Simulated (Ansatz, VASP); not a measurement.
# Ta2SiOF2 in VASP and in Ansatz

Contents of INCAR:

```
SYSTEM = Ta2SiOF2
PREC = Accurate
ENCUT = 520
EDIFF = 1E-6
ISMEAR = 0
SIGMA = 0.1
LREAL = .False.
LASPH = .True.
NELM = 150
ALGO = Normal
ISIF = 2
LWAVE = .False.
LCHARG = .False.
ISPIN = 2
MAGMOM = 1 1 0 0 0 0
LORBIT = 11
LMAXMIX = 4
GGA = PE
NBANDS = 36
```

Contents of KPOINTS:

```
Automatic mesh
0
Gamma
  6 6 4
  0 0 0
```

POSCAR

```
Ta2SiOF2
1.0
    3.7385344800      0.0000000000      0.0000000000
    0.0000000000      3.7385344800      0.0000000000
    0.0000000000      0.0000000000      6.2395360500
Ta Si O F
2 1 1 2
Direct
    0.5000000000      0.0000000000      0.8291289800
    0.0000000000      0.5000000000      0.1708710200
    0.5000000000      0.5000000000      0.0000000000
    0.0000000000      0.0000000000      0.0000000000
    0.5000000000      0.0000000000      0.3182089900
    0.0000000000      0.5000000000      0.6817910100
```

Input for Ansatz:

```yaml
crystal:
  lattice:
    - [3.73853448, 0.0, 0.0]
    - [0.0, 3.73853448, 0.0]
    - [0.0, 0.0, 6.23953605]
  atoms:
    - { symbol: Ta, position: [0.5, 0.0, 0.82912898], spin: 1.0 }
    - { symbol: Ta, position: [0.0, 0.5, 0.17087102], spin: 1.0 }
    - { symbol: Si, position: [0.5, 0.5, 0.0] }
    - { symbol: O, position: [0.0, 0.0, 0.0] }
    - { symbol: F, position: [0.5, 0.0, 0.31820899] }
    - { symbol: F, position: [0.0, 0.5, 0.68179101] }
basis:
  ecutwfc: 420
kpoints:
  mp_grid: { grid: [6, 6, 4] }
hamiltonian:
  xc: pbe
scf:
  occupations: { method: gaussian, width: 0.1 }
  lower_state_search: "off"
output:
  forces: true
  stress: true
  eigenvalues: true
  populations: true
magnetization:
  spin_polarized: true
```

Change from the starting cell: species swapped into the Nd2FeSi2Ru type (P-4m2, No. 115).

Alike in both runs: task single point; functional PBE; k mesh 6 × 6 × 4; occupations gaussian, width 0.1 eV; collinear spin.

|  | VASP | Ansatz |
| --- | --- | --- |
| version | VASP 6.6.1 | Ansatz 0.2.0 |
| potentials or method | VASP PAW PBE potentials, release 64 (Ta_pv, Si, O, F), cutoff 520 eV | scalar-relativistic, plane waves, PAW |
| valence electrons in the cell | 46 | 50 |

VASP gave:

| Item | Value |
| --- | --- |
| gap on the k mesh at the Fermi level (eV) | none |
| rms of the force components (eV/Å) | 1.692 |
| net moment per atom (μB) | 0.27 |
| size of the moment on the site where the two differ most (μB) | 0.60 |

Question: What did Ansatz give for the same quantities?

Answer: gap on the k mesh at the Fermi level (eV): none; rms of the force components (eV/Å): 1.668; net moment per atom (μB): 0.28; size of the moment on the site where the two differ most (μB): 0.35.

Site moments also hang on the region over which each program counts them. Atom by atom the forces differ by 0.025 eV/Å (rms over components). A gap of «none» marks a metal or a gap that the smearing closes. The functional is the same, so the differences come from potentials, cutoffs and numerics. VASP's potentials hold 46 valence electrons a cell and Ansatz's 50, so a difference there can come from the potentials and not from the codes.

Neither program's run includes spin-orbit coupling.
